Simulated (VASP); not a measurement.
# Al2Pt in VASP: further runs

The runs below take Al2Pt through single point, with PBE.

All numbers are computed with VASP 6.6.1; they aren't measurements. Logs are shortened: lines on timing, memory, paths and dates and some standing lists are left out, and cuts for length are marked.

## 1. The cell of the first run

The typed cell holds 3 atoms: a = 4.248 Å, b = 4.248 Å, c = 4.202 Å, α = 90.00°, β = 59.49°, γ = 120.00°.

## 2. Single point, PBE

File INCAR:

```
PREC = Accurate
ENCUT = 520
EDIFF = 1E-6
ISMEAR = 0
SIGMA = 0.1
LREAL = F
LASPH = T
NELM = 100
ALGO = Fast
ISIF = 2
LWAVE = F
LCHARG = F
GGA = PE
NBANDS = 15
```

File KPOINTS:

```
Automatic mesh
0
Gamma
  9 9 10
```

File POSCAR:

```
Al2Pt
1.0
    4.2484227119     -0.0000022051      0.0056966012
   -2.1242132655      3.6792453020      0.0000000000
    2.1287574134      1.2290386657      3.4079072494
Al Pt
2 1
Direct
    0.4974910016      0.7487455008      0.7546736624
    0.5025089984      0.2512544992      0.2453263376
    0.0000000000      0.0000000000      0.0000000000
```

Potentials or basis: VASP PAW PBE potentials, release 64 (Al, Pt).

Command:

```console
> cat potpaw_PBE.64/Al/POTCAR potpaw_PBE.64/Pt/POTCAR > POTCAR
> mpirun -np 1 vasp_std > vasp.out
```

OUTCAR:

```text
PREC = Accurate
   ENCUT = 520
   EDIFF = 1E-6
   ISMEAR = 0
   LREAL = F
   LASPH = T
   NELM = 100
   ISIF = 2
   GGA = PE

 ion  position               nearest neighbor table
   1  0.497  0.749  0.755-   3 2.57   3 2.59   3 2.59   3 2.59   2 2.97   2 2.97   2 2.97   2 3.00
                             2 3.01   2 3.01
   2  0.503  0.251  0.245-   3 2.57   3 2.59   3 2.59   3 2.59   1 2.97   1 2.97   1 2.97   1 3.00
                             1 3.01   1 3.01
   3  0.000  0.000  0.000-   2 2.57   1 2.57   2 2.59   1 2.59   1 2.59   2 2.59   2 2.59   1 2.59

  LATTYP: Found a base centered monoclinic cell.
 ALAT       =     7.2294613178
 B/A-ratio  =     0.5876546459
 C/A-ratio  =     0.5812191653
 COS(beta)  =    -0.5657284731

  Lattice vectors:

 A1 = (   2.1196652985,  -1.2290408708,  -3.4022106482)
 A2 = (  -0.0045479670,   2.4502044312,  -3.4022106482)
 A3 = (   2.1287574134,   1.2290386657,   3.4079072494)

Analysis of symmetry for initial positions (statically):
=====================================================================
 Subroutine PRICEL returns:
 Original cell was already a primitive cell.

 Routine SETGRP: Setting up the symmetry group for a
 base centered monoclinic supercell.

 Subroutine GETGRP returns: Found  4 space group operations
 (whereof  4 operations were pure point group operations)
 out of a pool of  4 trial point group operations.

The static configuration has the point symmetry C_2h.

Analysis of symmetry for dynamics (positions and initial velocities):
=====================================================================
 Subroutine PRICEL returns:
 Original cell was already a primitive cell.

 Routine SETGRP: Setting up the symmetry group for a
 base centered monoclinic supercell.

 Subroutine GETGRP returns: Found  4 space group operations
 (whereof  4 operations were pure point group operations)
 out of a pool of  4 trial point group operations.

The dynamic configuration has the point symmetry C_2h.

 Subroutine INISYM returns: Found  4 space group operations
 (whereof  4 operations are pure point group operations),
 and found     1 'primitive' translations

----------------------------------------------------------------------------------------

                                     Primitive cell

  volume of cell :      53.2095

  direct lattice vectors                    reciprocal lattice vectors
     4.248422712 -0.000002205  0.005696601     0.235644706  0.136049535 -0.196261373
    -2.124213265  3.679245302  0.000000000     0.000131722  0.271870920 -0.098130686
     2.128757413  1.229038666  3.407907249    -0.000393900 -0.000227418  0.293763283

  length of vectors
     4.248426531  4.248426531  4.201901473     0.335494307  0.289038832  0.293763635

  position of ions in fractional coordinates (direct lattice)
     0.497491002  0.748745501  0.754673662
     0.502508998  0.251254499  0.245326338
     0.000000000  0.000000000  0.000000000

  ion indices of the primitive-cell ions
   primitive index   ion index
                 1           1
                 2           2
                 3           3

----------------------------------------------------------------------------------------

 KPOINTS: Automatic mesh

Automatic generation of k-mesh.
 Grid dimensions read from file:
 generate k-points for:    9    9   10

 Generating k-lattice:

  Cartesian coordinates                     Fractional coordinates (reciprocal lattice)
     0.026182745  0.015116615 -0.021806819     0.111111111  0.000000000 -0.000000000
     0.000014636  0.030207880 -0.010903410     0.000000000  0.111111111  0.000000000
    -0.000039390 -0.000022742  0.029376328     0.000000000  0.000000000  0.100000000

  Length of vectors
     0.037277145  0.032115426  0.029376364

  Shift w.r.t. Gamma in fractional coordinates (k-lattice)
     0.000000000  0.000000000  0.000000000

 Subroutine IBZKPT returns following result:
 ===========================================

 Found    230 irreducible k-points:

 Following reciprocal coordinates:
            Coordinates               Weight
  0.000000  0.000000  0.000000      1.000000
  0.111111 -0.000000 -0.000000      2.000000
  0.222222  0.000000 -0.000000      2.000000
  0.333333 -0.000000  0.000000      2.000000
  0.444444  0.000000 -0.000000      2.000000
  0.000000  0.111111  0.000000      4.000000
[... 16 lines left out ...]
  0.222222  0.444444  0.000000      4.000000
 -0.333333  0.444444 -0.000000      4.000000
 [... further k-points ...]
   k-points           NKPTS =    230   k-points in BZ     NKDIM =    230   number of bands    NBANDS=     15
   number of dos      NEDOS =    301   number of ions     NIONS =      3
   total plane-waves  NPLWV =  32768
   dimension x,y,z NGX =    32 NGY =   32 NGZ =   32
   dimension x,y,z NGXF=    64 NGYF=   64 NGZF=   64
   ions per type =               2   1
   NGX,Y,Z   is equivalent  to a cutoff of  12.52, 12.52, 12.66 a.u.
   NGXF,Y,Z  is equivalent  to a cutoff of  25.04, 25.04, 25.32 a.u.
 SYSTEM =  unknown system
   PREC   = accura    normal or accurate (medium, high low for compatibility)
   ISTART =      0    job   : 0-new  1-cont  2-samecut
   ICHARG =      2    charge: 1-file 2-atom 10-const
   ISPIN  =      1    spin polarized calculation?
   LNONCOLLINEAR =      F non collinear calculations
   LSORBIT =      F    spin-orbit coupling
   LASPH  =      T    aspherical Exc in radial PAW
   ENCUT  =  520.0 eV  38.22 Ry    6.18 a.u.   7.90  7.90  7.81*2*pi/ulx,y,z
   NELM   =    100;   NELMIN=  2; NELMDL= -5     # of ELM steps
   EDIFF  = 0.1E-05   stopping-criterion for ELM
   LREAL  =      F    real-space projection
   EDIFFG = 0.1E-04   stopping-criterion for IOM
   NSW    =      0    number of steps for IOM
   IBRION =     -1    ionic relax: 0-MD 1-quasi-New 2-CG
   NFREE  =      0    steps in history (QN), initial steepest desc. (CG)
   ISIF   =      2    stress and relaxation
   ISYM   =      2    0-nonsym 1-usesym 2-fastsym
   POTIM  = 0.5000    time-step for ionic-motion
   TEBEG  =    0.0;   TEEND  =   0.0 temperature during run
   PSTRESS=    0.0 pullay stress
   NELECT =      16.0000    total number of electrons
   NUPDOWN=      -1.0000    fix difference up-down
   EMIN   =  10.00;   EMAX   =-10.00  energy-range for DOS
   EFERMI =   0.00;   METHOD = LEGACY
   ISMEAR =     0;   SIGMA  =   0.10  broadening in eV -4-tet -1-fermi 0-gaus
   EFERMI_NEDOS =   21; number of points for ismear=-14 and -15
   IALGO  =     68    algorithm
   IMIX   =      4    mixing-type and parameters
     AMIX     =   0.40;   BMIX     =  1.00
     AMIX_MAG =   1.60;   BMIX_MAG =  1.00
  volume/ion in A,a.u.               =      17.74       119.69
  Fermi-wavevector in a.u.,A,eV,Ry     =   1.096778  2.072609 16.366734  1.202921
  Thomas-Fermi vector in A             =   2.233126
   LORBIT       =      0    0 simple, 1 ext, 2 COOP (PROOUT), +10 PAW based schemes
   GGA     = PE    functional components
   LHFCALC =     F    Hartree Fock is set to
   AEXX    =    0.0000 exact exchange contribution
   IVDW    =     0    specifies the selected vdW correction
   LEPSILON=     F    determine dielectric tensor
   LRPA    =     F    only Hartree local field effects (RPA)
 non-spin polarized calculation
 RMM-DIIS sequential band-by-band and
 Gauss-broadening in eV      SIGMA  =   0.10
  energy-cutoff  :      520.00
  volume of cell :       53.21
 maximum number of plane-waves:      1445
   NGX = 15   NGY = 15   NGZ = 15

 number of electron      16.0000000 magnetization

 Free energy of the ion-electron system (eV)
  ---------------------------------------------------
  ext. energy  EPLUGINS =         0.00000000
  ---------------------------------------------------
  free energy    TOTEN  =       -16.25623414 eV

  energy without entropy =      -16.25173161  energy(sigma->0) =      -16.25398288

 E-fermi :   7.5719     XC(G=0): -10.5686

 val. band max:        7.5649268950   @ k =   0.3333   0.3333   0.3000
 cond. band min:       7.5733338820   @ k =   0.3333   0.3333   0.0000
 fundamental gap:      0.0084069870
 Fermi energy:         7.5718812338

 k-point     1 :       0.0000    0.0000    0.0000
  band No.  band energies     occupation
      1      -2.4708      2.00000
      2       2.6379      2.00000
      3       2.6438      2.00000
      4       2.6760      2.00000
      5       3.9716      2.00000
      6       3.9793      2.00000
      7      10.2373      0.00000
      8      11.2351      0.00000
      9      11.2503      0.00000
     10      11.5804      0.00000
     11      12.6979      0.00000
     12      12.7315      0.00000
     13      12.8861      0.00000
     14      13.6929      0.00000
     15      13.7841      0.00000

 k-point     2 :       0.1111   -0.0000   -0.0000
  band No.  band energies     occupation
      1      -2.2485      2.00000
      2       2.5058      2.00000
      3       2.7262      2.00000
      4       2.7453      2.00000
      5       3.8700      2.00000
      6       4.0231      2.00000
      7       9.9689      0.00000
      8      10.0162      0.00000
      9      10.2155      0.00000
     10      10.4944      0.00000
     11      12.6202      0.00000
     12      13.1914      0.00000
     13      13.9337      0.00000
     14      13.9664      0.00000
     15      14.2686      0.00000

 k-point     3 :       0.2222    0.0000   -0.0000
  band No.  band energies     occupation
      1      -1.5895      2.00000
      2       2.1734      2.00000
      3       2.9750      2.00000
      4       2.9889      2.00000
      5       3.5728      2.00000
      6       4.1578      2.00000
      7       8.1049      0.00000
      8       8.3613      0.00000
      9       8.5171      0.00000
     10      10.3598      0.00000
     11      11.5317      0.00000
     12      14.4233      0.00000
     13      14.7223      0.00000
     14      14.7719      0.00000
     15      16.2237      0.00000
[... 343 lines left out ...]
 k-point    23 :       0.2222    0.4444    0.0000
  band No.  band energies     occupation
      1      -0.0146      2.00000
      2       1.7768      2.00000
      3       2.8054      2.00000
      4       3.2991      2.00000
      5       3.7400      2.00000
      6       3.8609      2.00000
      7       4.8696      2.00000
      8       6.2672      2.00000
      9       8.4129      0.00000
     10      11.0997      0.00000
     11      13.2397      0.00000
     12      13.7224      0.00000
     13      14.6678      0.00000
     14      15.7843      0.00000
     15      16.3488      0.00000

 k-point    24 :      -0.3333    0.4444   -0.0000
  band No.  band energies     occupation
      1      -0.6844      2.00000
      2       1.8536      2.00000
      3       2.9092      2.00000
      4       3.0524      2.00000
      5       3.9304      2.00000
      6       4.1379      2.00000
      7       4.8099      2.00000
      8       7.7769      0.00375
      9       9.1211      0.00000
     10      11.3392      0.00000
     11      12.6429      0.00000
     12      12.8137      0.00000
     13      14.0090      0.00000
     14      15.2964      0.00000
     15      15.7230      0.00000

 [... further k-points ...]
[... 5 lines left out ...]
  --------------------------------------------------------------------------------------
  -------------------------------------------------------------------------------------
  Total       -0.8431119     -0.8444676     -0.0499170      0.0011741     -0.0002573     -0.0004457
  in kB      -25.3867436    -25.4275649     -1.5030381      0.0353523     -0.0077479     -0.0134189
  external PRESSURE =     -17.4391155 kB  Pullay stress =       0.0000000 kB

 VOLUME and BASIS-vectors are now :
 -----------------------------------------------------------------------------
  energy-cutoff  :      520.00
  volume of cell :       53.21
      direct lattice vectors                 reciprocal lattice vectors
     4.248422712 -0.000002205  0.005696601     0.235644706  0.136049535 -0.196261373
    -2.124213265  3.679245302  0.000000000     0.000131722  0.271870920 -0.098130686
     2.128757413  1.229038666  3.407907249    -0.000393900 -0.000227418  0.293763283

 POSITION                                       TOTAL-FORCE (eV/Angst)
 -----------------------------------------------------------------------------------
      2.12957      3.68234      2.57469        -0.000032     -0.000019      0.000089
      2.12339      1.22594      0.83891         0.000032      0.000019     -0.000089
      0.00000      0.00000      0.00000         0.000000     -0.000000     -0.000000
 -----------------------------------------------------------------------------------
    total drift:                                0.000000      0.000000      0.000000

  FREE ENERGIE OF THE ION-ELECTRON SYSTEM (eV)
  ---------------------------------------------------
  free  energy   TOTEN  =       -16.2562341431 eV

  energy  without entropy=      -16.2517316139  energy(sigma->0) =      -16.25398288
```

Wall time 52 s (1 thread of Intel Xeon 6975P-C (Granite Rapids), shared host); peak memory 0.31 GiB.

Results:

```
Free energy            : -16.2562 eV
Pressure               : -1.7 GPa
Band gap on the k mesh : zero (band 8 reaches 11.24 eV, above the bottom of band 9 at 6.09 eV)
```

Stress tensor (GPa, compression positive):
```
-2.54  0.00  0.00
 0.00 -2.54  0.00
 0.00  0.00 -0.15
```

Caveat: spin-orbit coupling is left out, which moves the levels of the heavy elements.

## 3. Single point, PBE

This run uses another cell than the first one, of 17.67 Å³/atom, 0.996 times its volume.

File INCAR:

```
SYSTEM = Al2Pt
ALGO = Fast
EDIFF = 1E-6
ENCUT = 520
GGA = PE
ISIF = 2
ISMEAR = 0
ISYM = 0
LASPH = .True.
LCHARG = .False.
LREAL = .False.
LWAVE = .False.
NBANDS = 15
NELM = 60
PREC = Accurate
SIGMA = 0.1
```

File KPOINTS:

```
k-points
0
Gamma
  9 9 10
  0 0 0
```

File POSCAR:

```
Al2Pt
1.0
    4.2484265311      0.0000000000      0.0000000000
   -2.1242132655      3.6792453020      0.0000000000
    2.1242132655      1.2264151007      3.3908456916
Al Pt
2 1
Direct
    0.5000000000      0.7500000000      0.7500000000
    0.5000000000      0.2500000000      0.2500000000
    0.0000000000      0.0000000000      0.0000000000
```

Potentials or basis: VASP PAW PBE potentials, release 64 (Al, Pt).

Command:

```console
> cat potpaw_PBE.64/Al/POTCAR potpaw_PBE.64/Pt/POTCAR > POTCAR
> mpirun -np 1 vasp_std > vasp.out
```

Wall time 88 s (1 thread of Intel Xeon 6975P-C (Granite Rapids), shared host); peak memory 0.43 GiB.

The run converged. Its results:

| Item | Value |
| --- | --- |
| Free energy | -16.2524 eV |
| Pressure | -1.2 GPa |
| Largest force | 0.173 eV/Å |
| Band gap on the k mesh | zero (band 8 reaches 11.29 eV, above the bottom of band 9 at 6.14 eV) |

Forces on the atoms (eV/Å):
```
Al   0.005  0.003  0.173
Al  -0.005 -0.003 -0.173
Pt   0.000  0.000  0.000
```

Stress tensor (GPa, compression positive):
```
-2.64  0.00  0.10
 0.00 -2.64  0.06
 0.10  0.06  1.73
```

Levels at points of the mesh, in eV from the Fermi level:
```
           k point  band 5  band 6  band 7  band 8  band 9  band 10  band 11  band 12
(0.00, 0.00, 0.00)   -3.61   -3.61    2.68    3.68    3.68     4.02     5.15     5.15
(0.00, 0.00, 0.50)   -3.73   -3.40   -3.40    0.85    0.85     3.53     4.88     4.88
```

Caveat: spin-orbit coupling is left out, which moves the levels of the heavy elements.

## 4. Single point, PBE

File INCAR:

```
SYSTEM = Al2Pt
ALGO     = Fast           ! electronic algorithm
EDIFF    = 1E-6           ! SCF threshold, eV
ENCUT    = 520            ! plane-wave cutoff, eV
GGA      = PE             ! functional
ISIF     = 2              ! what is computed and relaxed
ISMEAR   = 0              ! smearing method
ISYM     = 0            
LASPH    = .TRUE.         ! aspherical terms in the spheres
LCHARG   = .FALSE.        ! write CHGCAR
LREAL    = .FALSE.        ! projectors in reciprocal space
LWAVE    = .FALSE.        ! write WAVECAR
NBANDS   = 15             ! bands
NELM     = 100            ! most SCF steps
PREC     = Accurate       ! precision mode
SIGMA    = 0.1            ! smearing width, eV
```

File KPOINTS:

```
k-points
0
G
  9 9 10
  0 0 0
```

File POSCAR:

```
Al2Pt
1.0
    4.2484227119     -0.0000022051      0.0056966012
   -2.1242132655      3.6792453020      0.0000000000
    2.1287574134      1.2290386657      3.4079072494
Al Pt
2 1
Direct
    0.4974910016      0.7487455008      0.7546736624
    0.5025089984      0.2512544992      0.2453263376
    0.0000000000      0.0000000000      0.0000000000
```

Command:

```console
> cat potpaw_PBE.64/Al/POTCAR potpaw_PBE.64/Pt/POTCAR > POTCAR
> mpirun -np 1 vasp_std > vasp.out
```

Wall time 89 s (1 thread of Intel Xeon 6975P-C (Granite Rapids), shared host); peak memory 0.43 GiB.

It converged, with:

- Free energy: -16.2562 eV
- Pressure: -1.7 GPa
- Band gap on the k mesh: zero (band 8 reaches 11.24 eV, above the bottom of band 9 at 6.09 eV)

Stress tensor (GPa, compression positive):
```
-2.54  0.00  0.00
 0.00 -2.54  0.00
 0.00  0.00 -0.15
```

Levels at points of the mesh, in eV from the Fermi level:
```
           k point  band 5  band 6  band 7  band 8  band 9  band 10  band 11  band 12
(0.00, 0.00, 0.00)   -3.60   -3.59    2.67    3.66    3.68     4.01     5.13     5.16
(0.00, 0.00, 0.50)   -3.64   -3.37   -3.37    0.91    0.91     3.52     4.86     4.88
```

Caveat: spin-orbit coupling is left out, which moves the levels of the heavy elements.
